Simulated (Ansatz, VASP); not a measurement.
Cu: VASP beside Ansatz

The input POSCAR:

```
Cu
1.0
   -1.5690377355      1.5690377355      1.3760814500
    1.5690377355     -1.5690377355      1.3760814500
    1.5690377355      1.5690377355     -1.3760814500
Cu
1
Direct
    0.0000000000      0.0000000000      0.0000000000
```

Contents of INCAR.step1:

```
SYSTEM = Cu
ALGO = Normal ; EDIFF = 1E-4
ENCUT = 520 ; GGA = PE
ISMEAR = 0 ; LASPH = .TRUE.
LCHARG = .FALSE. ; LREAL = .FALSE.
LWAVE = .TRUE. ; NBANDS = 12
NELM = 100 ; PREC = Accurate
SIGMA = 0.15
```

The input INCAR.step2:

```
SYSTEM = Cu
ALGO = Normal ; EDIFF = 1E-7
ENCUT = 520 ; ISIF = 2
ISMEAR = 0 ; ISTART = 1
LASPH = .TRUE. ; LCHARG = .FALSE.
LMIXTAU = .TRUE. ; LREAL = .FALSE.
LWAVE = .FALSE. ; METAGGA = R2SCAN
NBANDS = 12 ; NELM = 100
PREC = Accurate ; SIGMA = 0.15
```

File KPOINTS:

```
k-points
0
G
  24 24 24
  0 0 0
```

Input for Ansatz:

```yaml
crystal:
  lattice:
    - [-1.5690377355, 1.5690377355, 1.37608145]
    - [1.5690377355, -1.5690377355, 1.37608145]
    - [1.5690377355, 1.5690377355, -1.37608145]
  atoms:
    - { symbol: Cu, position: [0.0, 0.0, 0.0] }
basis:
  ecutwfc: 500
kpoints:
  mp_grid: { grid: [24, 24, 24] }
hamiltonian:
  xc: r2scan
scf:
  occupations: { method: gaussian, width: 0.15 }
output:
  forces: true
  stress: true
  eigenvalues: true
```

Change from the starting cell: strain +0.0875 x Voigt [1, 1, 0, 0, 0, 0], atoms carried along.

Alike in both runs: task single point; functional r2SCAN; k mesh 24 × 24 × 24; occupations gaussian, width 0.15 eV; no spin polarisation.

|  | VASP | Ansatz |
| --- | --- | --- |
| version | VASP 6.6.1 | Ansatz 0.2.0 |
| potentials or method | VASP PAW PBE potentials, release 64 (Cu), cutoff 520 eV | scalar-relativistic, plane waves, PAW |
| valence electrons in the cell | 11 | 19 |

VASP gave:

```
gap on the k mesh at the Fermi level (eV)                     : none
pressure (GPa)                                                : -16.7
traceless stress, the component that is largest in VASP (GPa) : 0.23
```

**Question.** Estimate Ansatz's values.

**Answer.** gap on the k mesh at the Fermi level (eV): none; pressure (GPa): -17.1; traceless stress, the component that is largest in VASP (GPa): 0.23.

VASP's potentials were made for PBE, not for r2SCAN. A gap of «none» marks a metal or a gap that the smearing closes. VASP's potentials hold 11 valence electrons a cell and Ansatz's 19, so a difference there can come from the potentials and not from the codes.
